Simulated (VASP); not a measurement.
# Hg (I4_1/amd) in VASP: notebook

The runs below take Hg through single point, with PBE.

All numbers are computed with VASP 6.6.1; they aren't measurements. Logs are shortened: lines on timing, memory, paths and dates and some standing lists are left out, and cuts for length are marked.

### 1 The cell of the first run

Symmetry: I4_1/amd, No. 141, tetragonal system. The conventional cell has a = 4.962 Å, b = 4.962 Å, c = 2.588 Å, α = 90.00°, β = 90.00°, γ = 90.00°. Hg (site symmetry -4m2) has 10 Hg at 2.56 to 3.15 Å within 3.4 Å.

### 2 Single point, PBE

INCAR

```
PREC     = Accurate       # precision mode
ENCUT    = 550            # plane-wave cutoff, eV
EDIFF    = 1E-6           # SCF threshold, eV
ISMEAR   = -1             # smearing method
SIGMA    = 0.1            # smearing width, eV
LREAL    = False          # projectors in reciprocal space
LASPH    = True           # aspherical terms in the spheres
NELM     = 120            # most SCF steps
ALGO     = Normal         # electronic algorithm
ISIF     = 2              # what is computed and relaxed
LWAVE    = False          # write WAVECAR
LCHARG   = True           # write CHGCAR
GGA      = PE             # functional
LELF     = True           # ELF
LVHAR    = True         
NBANDS   = 27             # bands
GGA_COMPAT= False
```

KPOINTS

```
regular mesh
0
Gamma
  14 14 14
```

POSCAR

```
Hg
1.0
   -2.4807668921      2.4807668921      1.2940791631
    2.4807668921     -2.4807668921      1.2940791631
    2.4807668921      2.4807668921     -1.2940791631
Hg
2
Direct
   -0.3750000000     -0.1250000000     -0.2500000000
    0.3750000000      0.1250000000      0.2500000000
```

Potentials or basis: VASP PAW PBE potentials, release 64 (Hg_sv_GW).

Run with:

```bash
$ cat potpaw_PBE.64/Hg_sv_GW/POTCAR > POTCAR
$ mpirun -np 1 vasp_std > vasp.out
```

OUTCAR:

```text
PREC = Accurate
   ENCUT = 550
   EDIFF = 1E-6
   ISMEAR = -1
   LREAL = False
   LASPH = True
   NELM = 120
   ISIF = 2
   GGA = PE

 ion  position               nearest neighbor table
   1  0.625  0.875  0.750-   2 2.56   2 2.56   2 2.56   2 2.56   2 3.15   2 3.15   2 3.15   2 3.15

   2  0.375  0.125  0.250-   1 2.56   1 2.56   1 2.56   1 2.56   1 3.15   1 3.15   1 3.15   1 3.15

  LATTYP: Found a body centered tetragonal cell.
 ALAT       =     4.9615337842
 C/A-ratio  =     0.5216448056

  Lattice vectors:

 A1 = (  -2.4807668921,   2.4807668921,   1.2940791631)
 A2 = (   2.4807668921,  -2.4807668921,   1.2940791631)
 A3 = (   2.4807668921,   2.4807668921,  -1.2940791631)

Analysis of symmetry for initial positions (statically):
=====================================================================
 Subroutine PRICEL returns:
 Original cell was already a primitive cell.

 Routine SETGRP: Setting up the symmetry group for a
 body centered tetragonal supercell.

 Subroutine GETGRP returns: Found 16 space group operations
 (whereof  4 operations were pure point group operations)
 out of a pool of 16 trial point group operations.

The static configuration has the point symmetry C_2h.
 The point group associated with its full space group is D_4h.

Analysis of symmetry for dynamics (positions and initial velocities):
=====================================================================
 Subroutine PRICEL returns:
 Original cell was already a primitive cell.

 Routine SETGRP: Setting up the symmetry group for a
 body centered tetragonal supercell.

 Subroutine GETGRP returns: Found 16 space group operations
 (whereof  4 operations were pure point group operations)
 out of a pool of 16 trial point group operations.

The dynamic configuration has the point symmetry C_2h.
 The point group associated with its full space group is D_4h.

 Subroutine INISYM returns: Found 16 space group operations
 (whereof  4 operations are pure point group operations),
 and found     1 'primitive' translations

----------------------------------------------------------------------------------------

                                     Primitive cell

  volume of cell :      31.8561

  direct lattice vectors                    reciprocal lattice vectors
[... 81 lines left out ...]
   ISPIN  =      1    spin polarized calculation?
   LNONCOLLINEAR =      F non collinear calculations
   LSORBIT =      F    spin-orbit coupling
   LASPH  =      T    aspherical Exc in radial PAW
   ENCUT  =  550.0 eV  40.42 Ry    6.36 a.u.   7.15  7.15  7.15*2*pi/ulx,y,z
   NELM   =    120;   NELMIN=  2; NELMDL= -5     # of ELM steps
   EDIFF  = 0.1E-05   stopping-criterion for ELM
   LREAL  =      F    real-space projection
   EDIFFG = 0.1E-04   stopping-criterion for IOM
   NSW    =      0    number of steps for IOM
   IBRION =     -1    ionic relax: 0-MD 1-quasi-New 2-CG
   NFREE  =      0    steps in history (QN), initial steepest desc. (CG)
   ISIF   =      2    stress and relaxation
   ISYM   =      2    0-nonsym 1-usesym 2-fastsym
   POTIM  = 0.5000    time-step for ionic-motion
   TEBEG  =    0.0;   TEEND  =   0.0 temperature during run
   PSTRESS=    0.0 pullay stress
   NELECT =      40.0000    total number of electrons
   NUPDOWN=      -1.0000    fix difference up-down
   EMIN   =  10.00;   EMAX   =-10.00  energy-range for DOS
   EFERMI =   0.00;   METHOD = LEGACY
   ISMEAR =    -1;   SIGMA  =   0.10  broadening in eV -4-tet -1-fermi 0-gaus
   EFERMI_NEDOS =   21; number of points for ismear=-14 and -15
   IALGO  =     38    algorithm
   IMIX   =      4    mixing-type and parameters
     AMIX     =   0.40;   BMIX     =  1.00
     AMIX_MAG =   1.60;   BMIX_MAG =  1.00
  volume/ion in A,a.u.               =      15.93       107.49
  Fermi-wavevector in a.u.,A,eV,Ry     =   1.766162  3.337563 42.441045  3.119329
  Thomas-Fermi vector in A             =   2.833800
   LORBIT       =      0    0 simple, 1 ext, 2 COOP (PROOUT), +10 PAW based schemes
   GGA     = PE    functional components
   LHFCALC =     F    Hartree Fock is set to
   AEXX    =    0.0000 exact exchange contribution
   IVDW    =     0    specifies the selected vdW correction
   LEPSILON=     F    determine dielectric tensor
   LRPA    =     F    only Hartree local field effects (RPA)
 non-spin polarized calculation
  energy-cutoff  :      550.00
  volume of cell :       31.86
 maximum number of plane-waves:       949
 NGX is ok and might be reduce to    30
   NGX = 15   NGY = 15   NGZ = 15

 number of electron      40.0000012 magnetization

 Free energy of the ion-electron system (eV)
  ---------------------------------------------------
  ext. energy  EPLUGINS =         0.00000000
  ---------------------------------------------------
  free energy    TOTEN  =         3.11322754 eV

  energy without entropy =        3.13390518  energy(sigma->0) =        3.12356636

 E-fermi :  12.0869     XC(G=0): -13.7562

 val. band max:       12.0799356113   @ k =   0.2143   0.1429   0.0714
 cond. band min:      12.1005568356   @ k =  -0.0714   0.0714   0.0000
 fundamental gap:      0.0206212243
 Fermi energy:        12.0868825521

 k-point     1 :       0.0000    0.0000    0.0000
  band No.  band energies     occupation
      1    -104.7355      2.00000
      2    -104.7029      2.00000
      3     -53.2451      2.00000
      4     -53.2451      2.00000
      5     -52.9674      2.00000
      6     -52.9643      2.00000
[... 709 lines left out ...]
     26      23.4030      0.00000
     27      25.3937      0.00000

 [... further k-points ...]

------------------------ aborting loop because EDIFF is reached ----------------------------------------

  FORCE on cell =-STRESS in cart. coord.  units (eV):
  Direction    XX          YY          ZZ          XY          YZ          ZX
  --------------------------------------------------------------------------------------
  -------------------------------------------------------------------------------------
  Total       17.5591908     17.5591908     17.6035899     -0.0000000     -0.0000000     -0.0000000
  in kB      883.1253068    883.1253068    885.3583261     -0.0000000     -0.0000000     -0.0000000
  external PRESSURE =     883.8696466 kB  Pullay stress =       0.0000000 kB

 VOLUME and BASIS-vectors are now :
 -----------------------------------------------------------------------------
  energy-cutoff  :      550.00
  volume of cell :       31.86
      direct lattice vectors                 reciprocal lattice vectors
    -2.480766892  2.480766892  1.294079163     0.000000000  0.201550578  0.386375126
     2.480766892 -2.480766892  1.294079163     0.201550578  0.000000000  0.386375126
     2.480766892  2.480766892 -1.294079163     0.201550578  0.201550578  0.000000000

 POSITION                                       TOTAL-FORCE (eV/Angst)
 -----------------------------------------------------------------------------------
      2.48077      1.24038      0.97056        -0.000000     -0.000000      0.000000
      0.00000      1.24038      0.32352         0.000000      0.000000     -0.000000
 -----------------------------------------------------------------------------------
    total drift:                                0.000000     -0.000000      0.000000

  FREE ENERGIE OF THE ION-ELECTRON SYSTEM (eV)
  ---------------------------------------------------
  free  energy   TOTEN  =         3.1132275379 eV

  energy  without entropy=        3.1339051799  energy(sigma->0) =        3.12356636
```

stdout:

```text
POSCAR found type information on POSCAR Hg
 POSCAR found :  1 types and       2 ions
 scaLAPACK will be used
 LDA part: xc-table for (Slater+PW92), standard interpolation
 POSCAR, INCAR and KPOINTS ok, starting setup
 FFT: planning ... GRIDC
 FFT: planning ... GRID_SOFT
 FFT: planning ... GRID
 WAVECAR not read
 entering main loop
```

Run time: 4.8 min. Hardware: 1 thread of Intel Xeon 6975P-C (Granite Rapids), shared host; peak memory 0.35 GiB.

Results:

```
Free energy            : 3.1132 eV
Pressure               : 88.4 GPa
Band gap on the k mesh : zero (bands 20 and 21 overlap by 6.04 eV)
```

Levels at points of the mesh, in eV from the Fermi level:
```
           k point  band 16  band 17  band 18  band 19  band 20  band 21  band 22  band 23  band 24  band 25
(0.00, 0.00, 0.00)    -7.71    -7.71    -6.72    -5.69     0.67     0.67     4.75     9.68    12.27    12.27
(0.50, 0.00, 0.00)    -7.41    -7.00    -6.52    -3.08    -0.93     2.17     3.56     5.41     9.21     9.63
(0.50, 0.50, 0.00)    -8.26    -7.21    -7.21    -6.89    -6.89     7.08     7.08     8.20     8.20    13.30
(0.50, 0.50, 0.50)    -7.63    -7.56    -7.56    -4.80    -4.80    -1.76    -1.76    14.13    14.13    15.76
```

Caveat: the cell stands under pressure; spin-orbit coupling is left out, which moves the levels of the heavy elements.

### 3 Single point, PBE

This run uses another cell than the first one, of 11.58 Å³/atom.

INCAR

```
SYSTEM = Hg
  PREC = Accurate
  ENCUT = 550
  EDIFF = 1E-6
  ISMEAR = -1
  SIGMA = 0.1
  LREAL = .FALSE.
  LASPH = .TRUE.
  NELM = 120
  ALGO = Normal
  ISIF = 2
  LWAVE = .FALSE.
  LCHARG = .FALSE.
  GGA = PE
  NBANDS = 27
  GGA_COMPAT = .FALSE.
```

KPOINTS

```
regular mesh
0
G
  14 14 14
  0 0 0
```

POSCAR

```
Hg
1.0
   -2.2339560455      2.2339560455      1.1605953146
    2.2339560455     -2.2339560455      1.1605953146
    2.2339560455      2.2339560455     -1.1605953146
Hg
2
Direct
   -0.3750000000     -0.1250000000     -0.2500000000
    0.3750000000      0.1250000000      0.2500000000
```

Potentials or basis: VASP PAW PBE potentials, release 64 (Hg_sv_GW).

Run with:

```bash
$ cat potpaw_PBE.64/Hg_sv_GW/POTCAR > POTCAR
$ mpirun -np 1 vasp_std > vasp.out
```

It took 4 min on 1 thread of Intel Xeon 6975P-C (Granite Rapids), shared host; peak memory 0.29 GiB.

The run converged. Its results:

```
Free energy            : 13.4071 eV
Pressure               : 354.5 GPa
Band gap on the k mesh : zero (bands 20 and 21 overlap by 6.83 eV)
```

Stress tensor (GPa, compression positive):
```
354.53   0.00   0.00
  0.00 354.53   0.00
  0.00   0.00 354.43
```

Levels at points of the mesh, in eV from the Fermi level:
```tsv
k point	band 17	band 18	band 19	band 20	band 21	band 22	band 23	band 24
(0.00, 0.00, 0.00)	-10.08	-8.21	-6.49	-0.99	-0.99	8.02	10.98	11.58
(0.50, 0.00, 0.00)	-8.91	-8.49	-4.28	-0.26	1.69	2.82	7.57	9.56
(0.50, 0.50, 0.00)	-9.22	-9.22	-8.88	-8.88	7.29	7.29	9.00	9.00
(0.50, 0.50, 0.50)	-9.78	-9.78	-8.26	-8.26	-1.19	-1.19	14.38	14.38
```

Caveat: the cell stands under pressure; spin-orbit coupling is left out, which moves the levels of the heavy elements.

The gap in the log of VASP goes by the Fermi energy; the results here count the filled bands.